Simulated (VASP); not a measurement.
# Ag in VASP: a series of runs, part 2 of 2

VASP 6.6.1. The steps go on from the part before.

### Step 4. Single point, r2SCAN (strain -0.025 along x and y, -0.050 along z)

POSCAR reads:

```
Ag
1.0
   -1.6142626500      1.6142626500      1.5728713000
    1.6142626500     -1.6142626500      1.5728713000
    1.6142626500      1.6142626500     -1.5728713000
Ag
1
Direct
    0.0000000000      0.0000000000      0.0000000000
```

INCAR.step1 reads:

```
PREC = Accurate ; ENCUT = 520
ISMEAR = 0 ; SIGMA = 0.15
LREAL = F ; LASPH = T
NELM = 80 ; NBANDS = 12
GGA = PE ; ALGO = Normal
EDIFF = 1E-4 ; LWAVE = T
LCHARG = F
```

INCAR.step2 reads:

```
PREC = Accurate ; ENCUT = 520
EDIFF = 1E-6 ; ISMEAR = 0
SIGMA = 0.15 ; LREAL = F
LASPH = T ; NELM = 80
ALGO = Normal ; ISIF = 2
LWAVE = F ; LCHARG = F
METAGGA = R2SCAN ; LMIXTAU = T
NBANDS = 12 ; ISTART = 1
```

KPOINTS reads:

```
Automatic mesh
0
Gamma
  20 20 20
```

Potentials or basis: VASP PAW PBE potentials, release 64 (Ag).

Started as:

```bash
cat potpaw_PBE.64/Ag/POTCAR > POTCAR
cp INCAR.step1 INCAR
mpirun -np 1 vasp_std > vasp.out
cp INCAR.step2 INCAR
mpirun -np 1 vasp_std > vasp.out
```

OUTCAR:

```text
PREC = Accurate
   ENCUT = 520
   EDIFF = 1E-6
   ISMEAR = 0
   LREAL = F
   LASPH = T
   NELM = 80
   ISIF = 2
   METAGGA = R2SCAN
   ISTART = 1

 ion  position               nearest neighbor table
   1  0.000  0.000  0.000-

  LATTYP: Found a body centered tetragonal cell.
 ALAT       =     3.2285253000
 C/A-ratio  =     0.9743589744

  Lattice vectors:

 A1 = (  -1.6142626500,   1.6142626500,   1.5728713000)
 A2 = (   1.6142626500,  -1.6142626500,   1.5728713000)
 A3 = (   1.6142626500,   1.6142626500,  -1.5728713000)

Analysis of symmetry for initial positions (statically):
=====================================================================
 Subroutine PRICEL returns:
 Original cell was already a primitive cell.

 Routine SETGRP: Setting up the symmetry group for a
 body centered tetragonal supercell.

 Subroutine GETGRP returns: Found 16 space group operations
 (whereof 16 operations were pure point group operations)
 out of a pool of 16 trial point group operations.

The static configuration has the point symmetry D_4h.

Analysis of symmetry for dynamics (positions and initial velocities):
=====================================================================
 Subroutine PRICEL returns:
 Original cell was already a primitive cell.

 Routine SETGRP: Setting up the symmetry group for a
 body centered tetragonal supercell.

 Subroutine GETGRP returns: Found 16 space group operations
 (whereof 16 operations were pure point group operations)
 out of a pool of 16 trial point group operations.

The dynamic configuration has the point symmetry D_4h.

 Subroutine INISYM returns: Found 16 space group operations
 (whereof 16 operations are pure point group operations),
 and found     1 'primitive' translations

----------------------------------------------------------------------------------------

                                     Primitive cell

  volume of cell :      16.3946

  direct lattice vectors                    reciprocal lattice vectors
    -1.614262650  1.614262650  1.572871300     0.000000000  0.309738939  0.317889963
     1.614262650 -1.614262650  1.572871300     0.309738939  0.000000000  0.317889963
     1.614262650  1.614262650 -1.572871300     0.309738939  0.309738939  0.000000000

  length of vectors
     2.772293623  2.772293623  2.772293623     0.443838077  0.443838077  0.438037008

  position of ions in fractional coordinates (direct lattice)
     0.000000000  0.000000000  0.000000000

  ion indices of the primitive-cell ions
   primitive index   ion index
                 1           1

----------------------------------------------------------------------------------------

 KPOINTS: Automatic mesh

Automatic generation of k-mesh.
 Grid dimensions read from file:
 generate k-points for:   20   20   20

 Generating k-lattice:

  Cartesian coordinates                     Fractional coordinates (reciprocal lattice)
     0.000000000  0.015486947  0.015894498     0.050000000 -0.000000000  0.000000000
     0.015486947  0.000000000  0.015894498    -0.000000000  0.050000000  0.000000000
     0.015486947  0.015486947  0.000000000     0.000000000  0.000000000  0.050000000

  Length of vectors
     0.022191904  0.022191904  0.021901850

  Shift w.r.t. Gamma in fractional coordinates (k-lattice)
     0.000000000  0.000000000  0.000000000

 Subroutine IBZKPT returns following result:
 ===========================================

 Found    641 irreducible k-points:

 Following reciprocal coordinates:
            Coordinates               Weight
  0.000000  0.000000  0.000000      1.000000
  0.050000  0.000000 -0.000000      8.000000
  0.100000  0.000000  0.000000      8.000000
  0.150000  0.000000 -0.000000      8.000000
  0.200000  0.000000  0.000000      8.000000
  0.250000  0.000000  0.000000      8.000000
[... 16 lines left out ...]
 -0.400000  0.050000  0.000000     16.000000
 -0.350000  0.050000  0.000000     16.000000
 [... further k-points ...]
   k-points           NKPTS =    641   k-points in BZ     NKDIM =    641   number of bands    NBANDS=     12
   number of dos      NEDOS =    301   number of ions     NIONS =      1
   total plane-waves  NPLWV =  13824
   dimension x,y,z NGX =    24 NGY =   24 NGZ =   24
   dimension x,y,z NGXF=    48 NGYF=   48 NGZF=   48
   ions per type =               1
   NGX,Y,Z   is equivalent  to a cutoff of  14.39, 14.39, 14.39 a.u.
   NGXF,Y,Z  is equivalent  to a cutoff of  28.78, 28.78, 28.78 a.u.
 SYSTEM =  unknown system
   PREC   = accura    normal or accurate (medium, high low for compatibility)
   ISTART =      1    job   : 0-new  1-cont  2-samecut
   ICHARG =      0    charge: 1-file 2-atom 10-const
   ISPIN  =      1    spin polarized calculation?
   LNONCOLLINEAR =      F non collinear calculations
   LSORBIT =      F    spin-orbit coupling
   LASPH  =      T    aspherical Exc in radial PAW
   ENCUT  =  520.0 eV  38.22 Ry    6.18 a.u.   5.15  5.15  5.15*2*pi/ulx,y,z
   NELM   =     80;   NELMIN=  2; NELMDL=  0     # of ELM steps
   EDIFF  = 0.1E-05   stopping-criterion for ELM
   LREAL  =      F    real-space projection
   EDIFFG = 0.1E-04   stopping-criterion for IOM
   NSW    =      0    number of steps for IOM
   IBRION =     -1    ionic relax: 0-MD 1-quasi-New 2-CG
   NFREE  =      0    steps in history (QN), initial steepest desc. (CG)
   ISIF   =      2    stress and relaxation
   ISYM   =      2    0-nonsym 1-usesym 2-fastsym
   POTIM  = 0.5000    time-step for ionic-motion
   TEBEG  =    0.0;   TEEND  =   0.0 temperature during run
   PSTRESS=    0.0 pullay stress
   NELECT =      11.0000    total number of electrons
   NUPDOWN=      -1.0000    fix difference up-down
   EMIN   =  10.00;   EMAX   =-10.00  energy-range for DOS
   EFERMI =   0.00;   METHOD = LEGACY
   ISMEAR =     0;   SIGMA  =   0.15  broadening in eV -4-tet -1-fermi 0-gaus
   EFERMI_NEDOS =   21; number of points for ismear=-14 and -15
   IALGO  =     38    algorithm
   IMIX   =      4    mixing-type and parameters
     AMIX     =   0.40;   BMIX     =  1.00
     AMIX_MAG =   1.60;   BMIX_MAG =  1.00
  volume/ion in A,a.u.               =      16.39       110.64
  Fermi-wavevector in a.u.,A,eV,Ry     =   1.433195  2.708345 27.947008  2.054047
  Thomas-Fermi vector in A             =   2.552739
   LORBIT       =      0    0 simple, 1 ext, 2 COOP (PROOUT), +10 PAW based schemes
   METAGGA = R2SCAN    functional components
   LHFCALC =     F    Hartree Fock is set to
   AEXX    =    0.0000 exact exchange contribution
   IVDW    =     0    specifies the selected vdW correction
   LEPSILON=     F    determine dielectric tensor
   LRPA    =     F    only Hartree local field effects (RPA)
 non-spin polarized calculation
 Gauss-broadening in eV      SIGMA  =   0.15
  energy-cutoff  :      520.00
  volume of cell :       16.39
 maximum number of plane-waves:       455
 NGX is ok and might be reduce to    24
   NGX = 11   NGY = 11   NGZ = 11

 number of electron      10.9999999 magnetization

 Free energy of the ion-electron system (eV)
  ---------------------------------------------------
  ext. energy  EPLUGINS =         0.00000000
  ---------------------------------------------------
  free energy    TOTEN  =       -21.30017264 eV

  energy without entropy =      -21.29537387  energy(sigma->0) =      -21.29777326

 E-fermi :   9.0170     XC(G=0): -13.2444

 val. band max:        9.0137894158   @ k =   0.5000   0.2000   0.0500
 cond. band min:       9.0202734795   @ k =   0.4500   0.0500  -0.0000
 fundamental gap:      0.0064840637
 Fermi energy:         9.0169748515

 k-point     1 :       0.0000    0.0000    0.0000
  band No.  band energies     occupation
      1       0.7295      2.00000
      2       3.4860      2.00000
      3       3.6176      2.00000
      4       3.6176      2.00000
      5       4.9387      2.00000
      6       5.0900      2.00000
      7      27.6983      0.00000
      8      27.6983      0.00000
      9      28.2089      0.00000
     10      34.6887      0.00000
     11      34.7807      0.00000
     12      34.7810      0.00000
[... 331 lines left out ...]
 k-point    24 :      -0.3500    0.0500    0.0000
  band No.  band energies     occupation
      1       2.2802      2.00000
      2       2.9080      2.00000
      3       4.8261      2.00000
      4       4.9221      2.00000
      5       5.1652      2.00000
      6       5.8953      2.00000
      7      18.8826      0.00000
      8      24.0077      0.00000
      9      25.9316      0.00000
     10      29.6871      0.00000
     11      31.5675      0.00000
     12      34.8853      0.00000

 [... further k-points ...]
[... 5 lines left out ...]
  --------------------------------------------------------------------------------------
  -------------------------------------------------------------------------------------
  Total        0.7992814      0.7992814      0.7117304      0.0000000      0.0000000      0.0000000
  in kB       78.1103719     78.1103719     69.5543868      0.0000000      0.0000000      0.0000000
  external PRESSURE =      75.2583769 kB  Pullay stress =       0.0000000 kB

 VOLUME and BASIS-vectors are now :
 -----------------------------------------------------------------------------
  energy-cutoff  :      520.00
  volume of cell :       16.39
      direct lattice vectors                 reciprocal lattice vectors
    -1.614262650  1.614262650  1.572871300     0.000000000  0.309738939  0.317889963
     1.614262650 -1.614262650  1.572871300     0.309738939  0.000000000  0.317889963
     1.614262650  1.614262650 -1.572871300     0.309738939  0.309738939  0.000000000

 POSITION                                       TOTAL-FORCE (eV/Angst)
 -----------------------------------------------------------------------------------
      0.00000      0.00000      0.00000        -0.000000      0.000000      0.000000
 -----------------------------------------------------------------------------------
    total drift:                               -0.000000      0.000000     -0.000000

  FREE ENERGIE OF THE ION-ELECTRON SYSTEM (eV)
  ---------------------------------------------------
  free  energy   TOTEN  =       -21.3001726420 eV

  energy  without entropy=      -21.2953738696  energy(sigma->0) =      -21.29777326
```

OUTCAR.step1:

```text
PREC = Accurate
   ENCUT = 520
   ISMEAR = 0
   LREAL = F
   LASPH = T
[... 577 lines left out ...]

 POSITION                                       TOTAL-FORCE (eV/Angst)
 -----------------------------------------------------------------------------------
      0.00000      0.00000      0.00000        -0.000000      0.000000     -0.000000
 -----------------------------------------------------------------------------------
    total drift:                                0.000000      0.000000     -0.000000

  FREE ENERGIE OF THE ION-ELECTRON SYSTEM (eV)
  ---------------------------------------------------
  free  energy   TOTEN  =        -2.6383314903 eV

  energy  without entropy=       -2.6332351732  energy(sigma->0) =       -2.63578333
```

OSZICAR.step1:

```text
N       E                     dE             d eps       ncg     rms          rms(c)
DAV:   1     0.519733521672E+02    0.51973E+02   -0.55249E+03 15528   0.834E+02
DAV:   2    -0.210025288118E+01   -0.54074E+02   -0.51475E+02 18136   0.196E+02
DAV:   3    -0.290355641723E+01   -0.80330E+00   -0.80275E+00 17776   0.250E+01
DAV:   4    -0.290594580093E+01   -0.23894E-02   -0.23893E-02 17496   0.143E+00
DAV:   5    -0.290596358544E+01   -0.17785E-04   -0.17784E-04 17152   0.110E-01    0.580E+00
DAV:   6    -0.265181613358E+01    0.25415E+00   -0.95860E-01 17388   0.882E+00    0.372E+00
DAV:   7    -0.264175887924E+01    0.10057E-01   -0.11597E-02 17320   0.101E+00    0.206E+00
DAV:   8    -0.263832499543E+01    0.34339E-02   -0.71688E-04 17416   0.197E-01    0.970E-02
DAV:   9    -0.263833149025E+01   -0.64948E-05   -0.67367E-06  8976   0.215E-02
   1 F= -.26383315E+01 E0= -.26357833E+01  d E =-.509632E-02
```

Wall time 2.3 min (1 thread of Intel Xeon 6975P-C (Granite Rapids), shared host); peak memory 0.24 GiB.

Results:

| Item | Value |
| --- | --- |
| Free energy | -21.3002 eV |
| Pressure | 7.5 GPa |
| Band gap on the k mesh | zero (an odd number of electrons rules out a gap without spin polarisation) |

Caveat: the cell differs from its parent crystal (strain -0.025 along x and y, -0.050 along z); the cell stands under pressure; the PAW data sets were made with another functional, which shifts forces and pressure a little.

### Step 5. The runs side by side

```tsv
cell	gap on the mesh (eV)	pressure (GPa)
a = 3.011 Å, angles 109.5°, 1 atom	none	-11.0
a = 2.748 Å, angles 110.2, 110.2, 108.1°, 1 atom	none	11.4
a = 2.772 Å, angles 108.8, 108.8, 110.9°, 1 atom	none	7.5
```

Alike in all rows: task single point; level r2SCAN; potentials or basis VASP PAW PBE potentials, release 64 (Ag); no spin polarisation; k mesh 20 × 20 × 20; cutoff (eV) 520; smearing gaussian 0.15 eV.

Caveats: the PAW data sets were made with another functional, which shifts forces and pressure a little; the cell stands under pressure (at least some runs); the cell stands under tension (at least some runs).

Absolute energies hang on the potentials; compare differences alone.

The gap in the log of VASP goes by the Fermi energy; the results here count the filled bands.